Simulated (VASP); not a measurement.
# Ge (I4_1/amd) in VASP: settings compared, part 2 of 2

VASP 6.6.1. Earlier steps stand in the parts before.

**4. Relaxation of cell and atoms, RPBE**

This run uses another cell than the first one, of 18.52 Å³/atom, 0.935 times its volume.

Contents of INCAR:

```
SYSTEM = Ge
ALGO = Normal ; EDIFF = 1E-6
EDIFFG = -0.02 ; ENCUT = 600
GGA = RP ; IBRION = 2
ISIF = 3 ; ISMEAR = -1
LASPH = .True. ; LCHARG = .False.
LREAL = .False. ; LWAVE = .False.
NELM = 80 ; NSW = 80
PREC = Accurate ; SIGMA = 0.05
```

Contents of KPOINTS:

```
k-points
0
Gamma
  11 11 11
  0 0 0
```

Contents of POSCAR:

```
Ge
1.0
   -2.5744897190      2.5744897190      1.3974126432
    2.5744897190     -2.5744897190      1.3974126432
    2.5744897190      2.5744897190     -1.3974126432
Ge
2
Direct
    0.5000000000      0.5000000000      0.0000000000
    0.2500000000      0.7500000000      0.5000000000
```

Potentials or basis: VASP PAW PBE potentials, release 64 (Ge_d).

Run with:

```bash
$ cat potpaw_PBE.64/Ge_d/POTCAR > POTCAR
$ mpirun -np 1 vasp_std > vasp.out
```

OUTCAR:

```text
SYSTEM = Ge
   EDIFF = 1E-6
   EDIFFG = -0.02
   ENCUT = 600
   GGA = RP
   IBRION = 2
   ISIF = 3
   ISMEAR = -1
   LASPH = .True.
   LREAL = .False.
   NELM = 80
   NSW = 80
   PREC = Accurate

 ion  position               nearest neighbor table
   1  0.500  0.500  0.000-   2 2.67   2 2.67   2 2.67   2 2.67
   2  0.250  0.750  0.500-   1 2.67   1 2.67   1 2.67   1 2.67

  LATTYP: Found a body centered tetragonal cell.
 ALAT       =     5.1489794380
 C/A-ratio  =     0.5427920853

  Lattice vectors:

 A1 = (  -2.5744897190,   2.5744897190,   1.3974126432)
 A2 = (   2.5744897190,  -2.5744897190,   1.3974126432)
 A3 = (   2.5744897190,   2.5744897190,  -1.3974126432)

Analysis of symmetry for initial positions (statically):
=====================================================================
 Subroutine PRICEL returns:
 Original cell was already a primitive cell.

 Routine SETGRP: Setting up the symmetry group for a
 body centered tetragonal supercell.

 Subroutine GETGRP returns: Found 16 space group operations
 (whereof  8 operations were pure point group operations)
 out of a pool of 16 trial point group operations.

The static configuration has the point symmetry D_2d.
 The point group associated with its full space group is D_4h.

Analysis of symmetry for dynamics (positions and initial velocities):
=====================================================================
 Subroutine PRICEL returns:
 Original cell was already a primitive cell.

 Routine SETGRP: Setting up the symmetry group for a
 body centered tetragonal supercell.

 Subroutine GETGRP returns: Found 16 space group operations
 (whereof  8 operations were pure point group operations)
 out of a pool of 16 trial point group operations.

The dynamic configuration has the point symmetry D_2d.
 The point group associated with its full space group is D_4h.

 Subroutine INISYM returns: Found 16 space group operations
 (whereof  8 operations are pure point group operations),
 and found     1 'primitive' translations

----------------------------------------------------------------------------------------

                                     Primitive cell

  volume of cell :      37.0482

  direct lattice vectors                    reciprocal lattice vectors
    -2.574489719  2.574489719  1.397412643     0.000000000  0.194213244  0.357804119
     2.574489719 -2.574489719  1.397412643     0.194213244  0.000000000  0.357804119
     2.574489719  2.574489719 -1.397412643     0.194213244  0.194213244  0.000000000

  length of vectors
     3.899840602  3.899840602  3.899840602     0.407114937  0.407114937  0.274659004

  position of ions in fractional coordinates (direct lattice)
     0.500000000  0.500000000  0.000000000
     0.250000000  0.750000000  0.500000000

  ion indices of the primitive-cell ions
   primitive index   ion index
                 1           1
                 2           2

----------------------------------------------------------------------------------------

 KPOINTS: k-points

Automatic generation of k-mesh.
 Grid dimensions read from file:
 generate k-points for:   11   11   11

 Generating k-lattice:

  Cartesian coordinates                     Fractional coordinates (reciprocal lattice)
     0.000000000  0.017655749  0.032527647     0.090909091 -0.000000000  0.000000000
     0.017655749  0.000000000  0.032527647    -0.000000000  0.090909091  0.000000000
     0.017655749  0.017655749  0.000000000     0.000000000  0.000000000  0.090909091

  Length of vectors
     0.037010449  0.037010449  0.024969000

  Shift w.r.t. Gamma in fractional coordinates (k-lattice)
     0.000000000  0.000000000  0.000000000

 Subroutine IBZKPT returns following result:
 ===========================================

 Found    126 irreducible k-points:

 Following reciprocal coordinates:
            Coordinates               Weight
  0.000000  0.000000  0.000000      1.000000
  0.090909  0.000000 -0.000000      8.000000
  0.181818  0.000000 -0.000000      8.000000
  0.272727  0.000000  0.000000      8.000000
  0.363636  0.000000 -0.000000      8.000000
  0.454545  0.000000 -0.000000      8.000000
[... 16 lines left out ...]
 -0.272727  0.181818  0.000000     16.000000
 -0.181818  0.181818  0.000000      4.000000
 [... further k-points ...]
   k-points           NKPTS =    126   k-points in BZ     NKDIM =    126   number of bands    NBANDS=     18
   number of dos      NEDOS =    301   number of ions     NIONS =      2
   total plane-waves  NPLWV =  32768
   dimension x,y,z NGX =    32 NGY =   32 NGZ =   32
   dimension x,y,z NGXF=    64 NGYF=   64 NGZF=   64
   ions per type =               2
   NGX,Y,Z   is equivalent  to a cutoff of  13.64, 13.64, 13.64 a.u.
   NGXF,Y,Z  is equivalent  to a cutoff of  27.28, 27.28, 27.28 a.u.
 SYSTEM =  Ge
   PREC   = accura    normal or accurate (medium, high low for compatibility)
   ISTART =      0    job   : 0-new  1-cont  2-samecut
   ICHARG =      2    charge: 1-file 2-atom 10-const
   ISPIN  =      1    spin polarized calculation?
   LNONCOLLINEAR =      F non collinear calculations
   LSORBIT =      F    spin-orbit coupling
   LASPH  =      T    aspherical Exc in radial PAW
   ENCUT  =  600.0 eV  44.10 Ry    6.64 a.u.   7.79  7.79  7.79*2*pi/ulx,y,z
   NELM   =     80;   NELMIN=  2; NELMDL= -5     # of ELM steps
   EDIFF  = 0.1E-05   stopping-criterion for ELM
   LREAL  =      F    real-space projection
   EDIFFG = -.2E-01   stopping-criterion for IOM
   NSW    =     80    number of steps for IOM
   IBRION =      2    ionic relax: 0-MD 1-quasi-New 2-CG
   NFREE  =      1    steps in history (QN), initial steepest desc. (CG)
   ISIF   =      3    stress and relaxation
   ISYM   =      2    0-nonsym 1-usesym 2-fastsym
   POTIM  = 0.5000    time-step for ionic-motion
   TEBEG  =    0.0;   TEEND  =   0.0 temperature during run
   PSTRESS=    0.0 pullay stress
   NELECT =      28.0000    total number of electrons
   NUPDOWN=      -1.0000    fix difference up-down
   EMIN   =  10.00;   EMAX   =-10.00  energy-range for DOS
   EFERMI =   0.00;   METHOD = LEGACY
   ISMEAR =    -1;   SIGMA  =   0.05  broadening in eV -4-tet -1-fermi 0-gaus
   EFERMI_NEDOS =   21; number of points for ismear=-14 and -15
   IALGO  =     38    algorithm
   IMIX   =      4    mixing-type and parameters
     AMIX     =   0.40;   BMIX     =  1.00
     AMIX_MAG =   1.60;   BMIX_MAG =  1.00
  volume/ion in A,a.u.               =      18.52       125.01
  Fermi-wavevector in a.u.,A,eV,Ry     =   1.491209  2.817976 30.255333  2.223704
  Thomas-Fermi vector in A             =   2.603893
   LORBIT       =      0    0 simple, 1 ext, 2 COOP (PROOUT), +10 PAW based schemes
   GGA     = RP    functional components
   LHFCALC =     F    Hartree Fock is set to
   AEXX    =    0.0000 exact exchange contribution
   IVDW    =     0    specifies the selected vdW correction
   LEPSILON=     F    determine dielectric tensor
   LRPA    =     F    only Hartree local field effects (RPA)
 conjugate gradient relaxation of ions
 non-spin polarized calculation
  energy-cutoff  :      600.00
  volume of cell :       37.05
 maximum number of plane-waves:      1258
   NGX = 15   NGY = 15   NGZ = 15

--------------------------------------- Ionic step        1  -------------------------------------------

 number of electron      28.0000000 magnetization

 Free energy of the ion-electron system (eV)
  ---------------------------------------------------
  ext. energy  EPLUGINS =         0.00000000
  ---------------------------------------------------
  free energy    TOTEN  =        -7.80761646 eV

  energy without entropy =       -7.79956636  energy(sigma->0) =       -7.80359141

------------------------ aborting loop because EDIFF is reached ----------------------------------------

  FORCE on cell =-STRESS in cart. coord.  units (eV):
  Direction    XX          YY          ZZ          XY          YZ          ZX
  --------------------------------------------------------------------------------------
  -------------------------------------------------------------------------------------
  Total        1.1351287      1.1351287      1.1097772      0.0000000      0.0000000      0.0000000
  in kB       49.0895113     49.0895113     47.9931646      0.0000000      0.0000000      0.0000000
  external PRESSURE =      48.7240624 kB  Pullay stress =       0.0000000 kB
[... 239 lines left out ...]
--------------------------------------- Ionic step        8  -------------------------------------------

 number of electron      28.0000006 magnetization

 Free energy of the ion-electron system (eV)
  ---------------------------------------------------
  ext. energy  EPLUGINS =         0.00000000
  ---------------------------------------------------
  free energy    TOTEN  =        -7.84643158 eV

  energy without entropy =       -7.83883141  energy(sigma->0) =       -7.84263150

 E-fermi :   6.1689     XC(G=0): -10.8703

 val. band max:        6.1655230836   @ k =  -0.4545   0.0909   0.0000
 cond. band min:       6.1784522365   @ k =   0.3636   0.3636   0.0909
 fundamental gap:      0.0129291530
 Fermi energy:         6.1689336981

 k-point     1 :       0.0000    0.0000    0.0000
  band No.  band energies     occupation
      1     -18.5824      2.00000
      2     -18.5519      2.00000
      3     -18.5240      2.00000
      4     -18.5192      2.00000
      5     -18.4375      2.00000
      6     -18.4375      2.00000
[... 481 lines left out ...]
      5     -18.4438      2.00000
      6     -18.4312      2.00000
[... 10 lines left out ...]
     17      11.8072      0.00000
     18      13.8404      0.00000

 [... further k-points ...]
[... 5 lines left out ...]
  --------------------------------------------------------------------------------------
  -------------------------------------------------------------------------------------
  Total       -0.0317422     -0.0317422     -0.0212772      0.0000000      0.0000000      0.0000000
  in kB       -1.2813283     -1.2813283     -0.8588913      0.0000000      0.0000000      0.0000000
  external PRESSURE =      -1.1405160 kB  Pullay stress =       0.0000000 kB
[... 17 lines left out ...]
  FREE ENERGIE OF THE ION-ELECTRON SYSTEM (eV)
  ---------------------------------------------------
  free  energy   TOTEN  =        -7.8464315840 eV

  energy  without entropy=       -7.8388314077  energy(sigma->0) =       -7.84263150

 reached required accuracy - stopping structural energy minimisation
```

OSZICAR:

```text
N       E                     dE             d eps       ncg     rms          rms(c)
DAV:   1     0.161462109428E+03    0.16146E+03   -0.16290E+04  4648   0.486E+03
DAV:   2     0.113003300713E+02   -0.15016E+03   -0.14767E+03  4538   0.562E+02
DAV:   3    -0.729784639063E+01   -0.18598E+02   -0.18405E+02  5022   0.142E+02
[... 56 lines left out ...]
DAV:   1    -0.784744165754E+01   -0.10149E-02   -0.14867E-02  5764   0.249E+00    0.188E-01
DAV:   2    -0.784669052759E+01    0.75113E-03   -0.10375E-03  5884   0.657E-01    0.940E-02
DAV:   3    -0.784645132076E+01    0.23921E-03   -0.41144E-04  5852   0.367E-01    0.211E-02
DAV:   4    -0.784643180382E+01    0.19517E-04   -0.44307E-05  5446   0.139E-01    0.432E-03
DAV:   5    -0.784643158401E+01    0.21981E-06   -0.23776E-06  2738   0.311E-02
   8 F= -.78464316E+01 E0= -.78426315E+01  d E =-.483730E-05
```

Wall time 11 min (1 thread of AMD EPYC 7R13, shared host); peak memory 0.21 GiB.

Results:

* Free energy: -7.8464 eV
* Relaxed volume: 19.85 Å³/atom
* Relaxed cell: a = 3.994 Å, b = 3.994 Å, c = 3.994 Å, α = 97.32°, β = 97.32°, γ = 138.16°
* Space group after relaxing (to 0.05 Å): I4_1/amd (No. 141)
* Energy gained by relaxing: 19.4 meV/atom
* Ionic steps: 8
* Pressure after relaxing: -0.1 GPa
* Band gap on the k mesh: zero (band 14 reaches 7.70 eV, above the bottom of band 15 at 3.45 eV)

The path:
```tsv
step	energy change (eV)	largest force (eV/Å)	pressure (GPa)	volume (Å³)
1	0.0000	0.0000	4.87	37.05
2	-0.0376	0.0000	-0.40	40.15
3	-0.0386	0.0000	-0.27	39.82
4	-0.0388	0.0000	-0.02	39.66
5	-0.0387	0.0000	0.13	39.61
6	-0.0388	0.0000	0.14	39.61
7	-0.0388	0.0000	0.16	39.62
8	-0.0388	0.0000	-0.11	39.69
```

Final structure:
```yaml
crystal:
  lattice:
    - [-2.63795, 2.63795, 1.42591]
    - [2.63795, -2.63795, 1.42591]
    - [2.63795, 2.63795, -1.42591]
  atoms:
    - { symbol: Ge, position: [0.50000, 0.50000, 0.00000] }
    - { symbol: Ge, position: [0.25000, 0.75000, 0.50000] }
```

Caveat: the PAW data sets were made with another functional, which shifts forces and pressure a little.

**5. Single point, PBE+D3(BJ)**

This run uses another cell than the first one, of 18.54 Å³/atom, 0.936 times its volume.

Contents of INCAR:

```
SYSTEM = Ge
PREC     = Accurate       ! precision mode
ENCUT    = 520            ! plane-wave cutoff, eV
EDIFF    = 1E-7           ! SCF threshold, eV
ISMEAR   = -1             ! smearing method
SIGMA    = 0.05           ! smearing width, eV
LREAL    = .FALSE.        ! projectors in reciprocal space
LASPH    = .TRUE.         ! aspherical terms in the spheres
NELM     = 80             ! most SCF steps
ALGO     = Normal         ! electronic algorithm
ISIF     = 2              ! what is computed and relaxed
LWAVE    = .FALSE.        ! write WAVECAR
LCHARG   = .FALSE.        ! write CHGCAR
GGA      = PE             ! functional
IVDW     = 12             ! dispersion correction
NBANDS   = 21             ! bands
```

Contents of KPOINTS:

```
Automatic mesh
0
G
  11 11 11
  0 0 0
```

Contents of POSCAR:

```
Ge
1.0
   -2.5780160163      2.5780160163      1.3948207521
    2.5780160163     -2.5780160163      1.3948207521
    2.5780160163      2.5780160163     -1.3948207521
Ge
2
Direct
    0.5000000000      0.5000000000      0.0000000000
    0.2500000000      0.7500000000      0.5000000000
```

Potentials or basis: VASP PAW PBE potentials, release 64 (Ge_d).

Run with:

```bash
$ cat potpaw_PBE.64/Ge_d/POTCAR > POTCAR
$ mpirun -np 1 vasp_std > vasp.out
```

OUTCAR:

```text
SYSTEM = Ge
   PREC = Accurate
   ENCUT = 520
   EDIFF = 1E-7
   ISMEAR = -1
   LREAL = .FALSE.
   LASPH = .TRUE.
   NELM = 80
   ISIF = 2
   GGA = PE
   IVDW = 12
 IVDW          = 12

 ion  position               nearest neighbor table
   1  0.500  0.500  0.000-   2 2.67   2 2.67   2 2.67   2 2.67
   2  0.250  0.750  0.500-   1 2.67   1 2.67   1 2.67   1 2.67

  LATTYP: Found a body centered tetragonal cell.
 ALAT       =     5.1560320326
 C/A-ratio  =     0.5410442539

  Lattice vectors:

 A1 = (  -2.5780160163,   2.5780160163,   1.3948207521)
[... 765 lines left out ...]

 Edisp (eV)   -0.71821

 E8    (eV) :    -0.3186

  FORCE on cell =-STRESS in cart. coord.  units (eV):
  Direction    XX          YY          ZZ          XY          YZ          ZX
  --------------------------------------------------------------------------------------
  -------------------------------------------------------------------------------------
  Total       0.01083     0.01083     0.01534     0.00000     0.00000     0.00000
  in kB       0.46813     0.46813     0.66284     0.00000     0.00000     0.00000
  external pressure =        0.53 kB  Pullay stress =        0.00 kB

 VOLUME and BASIS-vectors are now :
 -----------------------------------------------------------------------------
  energy-cutoff  :      520.00
  volume of cell :       37.08
      direct lattice vectors                 reciprocal lattice vectors
    -2.578016016  2.578016016  1.394820752     0.000000000  0.193947593  0.358469000
     2.578016016 -2.578016016  1.394820752     0.193947593  0.000000000  0.358469000
     2.578016016  2.578016016 -1.394820752     0.193947593  0.193947593  0.000000000

 POSITION                                       TOTAL-FORCE (eV/Angst)
 -----------------------------------------------------------------------------------
      0.00000      0.00000      1.39482        -0.000000      0.000000      0.000000
      2.57802     -0.00000      0.69741         0.000000     -0.000000     -0.000000
 -----------------------------------------------------------------------------------
    total drift:                                0.000000     -0.000000      0.000000

  FREE ENERGIE OF THE ION-ELECTRON SYSTEM (eV)
  ---------------------------------------------------
  free  energy   TOTEN  =        -9.2836731836 eV

  energy  without entropy=       -9.2755551827  energy(sigma->0) =       -9.27961418
```

OSZICAR:

```text
N       E                     dE             d eps       ncg     rms          rms(c)
DAV:   1     0.177173036009E+03    0.17717E+03   -0.14107E+04  5958   0.384E+03
DAV:   2     0.153935391409E+02   -0.16178E+03   -0.15683E+03  5322   0.595E+02
DAV:   3    -0.792445667800E+01   -0.23318E+02   -0.23127E+02  6055   0.133E+02
DAV:   4    -0.857353691411E+01   -0.64908E+00   -0.64854E+00  5942   0.257E+01
DAV:   5    -0.858304108341E+01   -0.95042E-02   -0.95040E-02  5990   0.342E+00    0.210E+00
DAV:   6    -0.857074008923E+01    0.12301E-01   -0.17608E-02  7232   0.226E+00    0.120E+00
DAV:   7    -0.856561495380E+01    0.51251E-02   -0.12585E-02  7175   0.168E+00    0.110E-01
DAV:   8    -0.856546182064E+01    0.15313E-03   -0.19222E-03  6512   0.791E-01    0.403E-02
DAV:   9    -0.856546572175E+01   -0.39011E-05   -0.57463E-05  6664   0.108E-01    0.111E-02
DAV:  10    -0.856546500938E+01    0.71237E-06   -0.35740E-06  6770   0.246E-02    0.162E-03
DAV:  11    -0.856546468400E+01    0.32538E-06   -0.10731E-07  4713   0.483E-03    0.342E-04
DAV:  12    -0.856546464198E+01    0.42023E-07   -0.33338E-08  3326   0.336E-03
   1 F= -.92836732E+01 E0= -.92796142E+01  d E =-.811800E-02
```

stdout:

```text
POSCAR found type information on POSCAR Ge
 POSCAR found :  1 types and       2 ions
 scaLAPACK will be used
 LDA part: xc-table for (Slater+PW92), standard interpolation
 POSCAR, INCAR and KPOINTS ok, starting setup
 FFT: planning ... GRIDC
 FFT: planning ... GRID_SOFT
 FFT: planning ... GRID
 WAVECAR not read
 entering main loop
```

Run time: 57 s. Hardware: 1 thread of AMD EPYC 9R45 (Zen 5), shared host; peak memory 0.2 GiB.

What came out:

```
Free energy                : -9.2837 eV
Pressure                   : 0.1 GPa
Band gap on the k mesh     : zero (band 14 reaches 8.49 eV, above the bottom of band 15 at 3.82 eV)
Dispersion energy per atom : -0.359 eV
```

Caveat: pairwise dispersion overbinds metals, which lowers pressure and volume.

**6. Single point, PBE+D3(BJ)**

This run uses another cell than the first one, of 18.62 Å³/atom, 0.940 times its volume.

Contents of INCAR:

```
PREC = Accurate
ENCUT = 520
EDIFF = 1E-6
ISMEAR = -1
SIGMA = 0.05
LREAL = False
LASPH = True
NELM = 60
ALGO = Normal
ISIF = 2
LWAVE = False
LCHARG = True
GGA = PE
IVDW = 12
LELF = True
LVHAR = True
NBANDS = 21
```

Contents of KPOINTS:

```
regular mesh
0
Gamma
  11 11 11
```

Contents of POSCAR:

```
Ge
1.0
   -2.5817812798      2.5817812798      1.3969888318
    2.5817812798     -2.5817812798      1.3969888318
    2.5817812798      2.5817812798     -1.3969888318
Ge
2
Direct
    0.5000000000      0.5000000000      0.0000000000
    0.2500000000      0.7500000000      0.5000000000
```

Potentials or basis: VASP PAW PBE potentials, release 64 (Ge_d).

Run with:

```bash
$ cat potpaw_PBE.64/Ge_d/POTCAR > POTCAR
$ mpirun -np 1 vasp_std > vasp.out
```

It took 52 s on 1 thread of AMD EPYC 9R45 (Zen 5), shared host; peak memory 0.2 GiB.

Results (log left out):

| Property | Result |
| --- | --- |
| Free energy | -9.2836 eV |
| Pressure | -0.4 GPa |
| Band gap on the k mesh | zero (band 14 reaches 8.43 eV, above the bottom of band 15 at 3.79 eV) |
| Dispersion energy per atom | -0.357 eV |

Levels at points of the mesh, in eV from the Fermi level:
| k point | band 10 | band 11 | band 12 | band 13 | band 14 | band 15 | band 16 | band 17 | band 18 | band 19 |
| --- | --- | --- | --- | --- | --- | --- | --- | --- | --- | --- |
| (0.00, 0.00, 0.00) | -24.46 | -13.28 | -4.14 | -2.36 | -2.36 | 3.26 | 7.52 | 7.52 | 8.15 | 8.36 |

Caveat: three body term missing; pairwise dispersion overbinds metals, which lowers pressure and volume.

**7. Summary**

```tsv
task	level	cell	cutoff (eV)	gap on the mesh (eV)	pressure (GPa)	relaxed volume (Å³/atom)
single point	RPBE	a = 3.992 Å, angles 97.3, 97.3, 138.1°, 2 atoms	520	none	0.0	-
relaxation of cell and atoms	revPBE	relaxed from a = 3.900 Å, angles 97.4, 97.4, 138.0°, 2 atoms	600	none	0.1	19.67
relaxation of cell and atoms	RPBE	relaxed from a = 3.900 Å, angles 97.4, 97.4, 138.0°, 2 atoms	600	none	-0.1	19.85
single point	PBE+D3(BJ)	a = 3.904 Å, angles 97.3, 97.3, 138.1°, 2 atoms	520	none	0.1	-
single point	PBE+D3(BJ)	a = 3.909 Å, angles 97.3, 97.3, 138.1°, 2 atoms	520	none	-0.4	-
```

Alike in all rows: potentials or basis VASP PAW PBE potentials, release 64 (Ge_d); no spin polarisation; k mesh 11 × 11 × 11; smearing fermi-dirac 0.05 eV.

Caveats: the PAW data sets were made with another functional, which shifts forces and pressure a little (some runs); pairwise dispersion overbinds metals, which lowers pressure and volume (some runs); three body term missing (some runs).

Total energies depend on the potentials used, so only differences within one code and one set of settings carry meaning.
